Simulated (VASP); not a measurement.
## PbO: electric field gradients with r2SCAN

The system is PbO.

```
Pb O
1.0
     3.97440    0.00000    0.00000
     0.00000    3.97440    0.00000
     0.00000    0.00000    5.02200
Pb O
2 2
Direct
  0.00000 0.50000 0.24026
  0.50000 0.00000 0.75974
  0.00000 0.00000 0.00000
  0.50000 0.50000 0.00000
```

```yaml
Program: VASP 6.6.1
Task: electric field gradients
Functional: r2SCAN
Potentials_or_basis: VASP PAW PBE potentials, release 64 (Pb_d, O)
Cutoff: 520 eV
k_mesh: 6 × 6 × 5
Occupations: fermi-dirac, width 0.02 eV
Spin: no spin polarisation
Dipole_correction: no
Further_INCAR_settings: ALGO = Normal; EDIFF = 1e-08; NBANDS = 28
```

```yaml
Pressure: 0.6 GPa
Largest_force: 0.271 eV/Å
Band_gap_on_the_k_mesh: 1.42 eV, indirect (least direct gap 2.50 eV)
```

Forces on the atoms (eV/Å):
```
Pb   0.000  0.000 -0.271
Pb   0.000  0.000  0.271
O    0.000  0.000  0.000
O    0.000  0.000  0.000
```

Stress tensor (GPa, compression positive):
```
0.94 0.00 0.00
0.00 0.94 0.00
0.00 0.00 0.01
```

Levels at points of the mesh, in eV from the valence-band top:
```tsv
k point	band 16	band 17	band 18	band 19	band 20	band 21	band 22	band 23	band 24	band 25
(0.00, 0.00, 0.00)	-4.36	-1.81	-1.71	-1.71	0.00	2.83	5.94	5.94	5.96	7.07
(0.50, 0.00, 0.00)	-3.30	-3.07	-3.07	-1.77	-1.77	3.72	3.72	7.07	7.07	7.11
(0.50, 0.50, 0.00)	-3.54	-1.81	-1.81	-1.08	-1.08	1.42	1.42	5.61	5.61	8.36
```

Electric field gradients, principal values (V/Å²):
```
atom    least   middle  greatest (by size)
1 Pb  137.380  137.380            -274.759
2 Pb  137.380  137.380            -274.759
 3 O   -1.440   -1.440               2.879
 4 O   -1.440   -1.440               2.879
```

It took 2.3 min on 1 thread of Intel(R) Xeon(R) Platinum 8559C (Emerald Rapids) (shared host), peak memory 0.22 GiB.

Caveat: without QUAD_EFG the Cq values of the log hold for a quadrupole moment of 1 mb, not for the nuclei; the PAW data sets were made with another functional, which shifts forces and pressure a little; spin-orbit coupling is left out, which moves the levels of the heavy elements. r2SCAN opens gaps a little over a GGA but as a rule still falls short of measured ones.
